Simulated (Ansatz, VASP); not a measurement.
## Co: VASP beside Ansatz

Contents of INCAR:

```
ALGO     = Fast           # electronic algorithm
EDIFF    = 1E-6           # SCF threshold, eV
ENCUT    = 520            # plane-wave cutoff, eV
GGA      = PS             # functional
ISIF     = 2              # what is computed and relaxed
ISMEAR   = 0              # smearing method
ISPIN    = 2              # spin polarisation
LASPH    = True           # aspherical terms in the spheres
LCHARG   = True           # write CHGCAR
LELF     = True           # ELF
LMAXMIX  = 4              # l up to which the mixer works
LORBIT   = 11             # projections on sites
LREAL    = False          # projectors in reciprocal space
LVHAR    = True         
LWAVE    = False          # write WAVECAR
MAGMOM   = 1.91 1.91      # initial moments
NBANDS   = 20             # bands
NELM     = 150            # most SCF steps
PREC     = Accurate       # precision mode
SIGMA    = 0.15           # smearing width, eV
```

Contents of KPOINTS:

```
k-points
0
Gamma
  24 24 14
```

POSCAR

```
Co
1.0
    2.4472390688      0.0000000000      0.0000000000
   -1.2236195344      2.1193712027      0.0000000000
    0.0000000000      0.0000000000      4.1976281693
Co
2
Direct
    0.6666666667      0.3333333333      0.2598610000
    0.3333333333      0.6666666667      0.7401390000
```

Input for Ansatz:

```yaml
crystal:
  lattice:
    - [2.4472390688, 0.0, 0.0]
    - [-1.2236195344, 2.1193712027, 0.0]
    - [0.0, 0.0, 4.1976281693]
  atoms:
    - { symbol: Co, position: [0.6666666667, 0.3333333333, 0.259861], spin: 1.91 }
    - { symbol: Co, position: [0.3333333333, 0.6666666667, 0.740139], spin: 1.91 }
basis:
  ecutwfc: 420
kpoints:
  mp_grid: { grid: [24, 24, 14] }
hamiltonian:
  xc: pbesol
scf:
  occupations: { method: gaussian, width: 0.15 }
output:
  forces: true
  stress: true
  eigenvalues: true
  populations: true
magnetization:
  spin_polarized: true
```

Alike in both runs: task single point; functional PBEsol; k mesh 24 × 24 × 14; occupations gaussian, width 0.15 eV; collinear spin.

```csv
,VASP,Ansatz
version,VASP 6.6.1,Ansatz 0.2.0
potentials or method,"VASP PAW PBE potentials, release 64 (Co), cutoff 520 eV","scalar-relativistic, plane waves, PAW"
valence electrons in the cell,18,34
```

Ansatz gave:

```
gap on the k mesh at the Fermi level (eV)                     : none
pressure (GPa)                                                : -8.6
traceless stress, the component that is largest in VASP (GPa) : -10.59
rms of the force components (eV/Å)                            : 0.188
net moment per atom (μB)                                      : 1.63
size of the moment on the site where the two differ most (μB) : 1.70
```

What did VASP give for the same quantities?

gap on the k mesh at the Fermi level (eV): none; pressure (GPa): -9.3; traceless stress, the component that is largest in VASP (GPa): -10.34; rms of the force components (eV/Å): 0.181; net moment per atom (μB): 1.63; size of the moment on the site where the two differ most (μB): 1.64.

VASP's potentials were made for PBE, not for PBEsol. Site moments also hang on the region over which each program counts them. Atom by atom the forces differ by 0.007 eV/Å (rms over components). A gap of «none» marks a metal or a gap that the smearing closes. VASP's potentials hold 18 valence electrons a cell and Ansatz's 34, so a difference there can come from the potentials and not from the codes.
